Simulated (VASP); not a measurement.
Input of a VASP 6.6.1 run:

POSCAR

```
Al
1.0
   -1.5912186900      1.5912186900      1.5434821293
    1.5912186900     -1.5912186900      1.5434821293
    1.5912186900      1.5912186900     -1.5434821293
Al
1
Direct
    0.0000000000      0.0000000000      0.0000000000
```

INCAR.step1

```
PREC = Accurate ; ENCUT = 520
ISMEAR = 0 ; SIGMA = 0.15
LREAL = F ; LASPH = T
NELM = 100 ; NBANDS = 8
GGA = PE ; ALGO = Normal
EDIFF = 1E-4 ; LWAVE = T
LCHARG = F
```

Contents of INCAR.step2:

```
PREC = Accurate ; ENCUT = 520
EDIFF = 1E-6 ; ISMEAR = 0
SIGMA = 0.15 ; LREAL = F
LASPH = T ; NELM = 100
ALGO = Normal ; ISIF = 2
LWAVE = F ; LCHARG = F
METAGGA = R2SCAN ; LMIXTAU = T
NBANDS = 8 ; ISTART = 1
```

Contents of KPOINTS:

```
Automatic mesh
0
Gamma
  20 20 20
```

Potentials or basis: VASP PAW PBE potentials, release 64 (Al).

Run with:

```console
$ cat potpaw_PBE.64/Al/POTCAR > POTCAR
$ cp INCAR.step1 INCAR
$ mpirun -np 1 vasp_std > vasp.out
$ cp INCAR.step2 INCAR
$ mpirun -np 1 vasp_std > vasp.out
```

(1) What does it give for the pressure?

Answers

(1) 2.9 GPa.

Caveat: the cell differs from its parent crystal (strain +0.000 along x and y, -0.030 along z); the PAW data sets were made with another functional, which shifts forces and pressure a little.
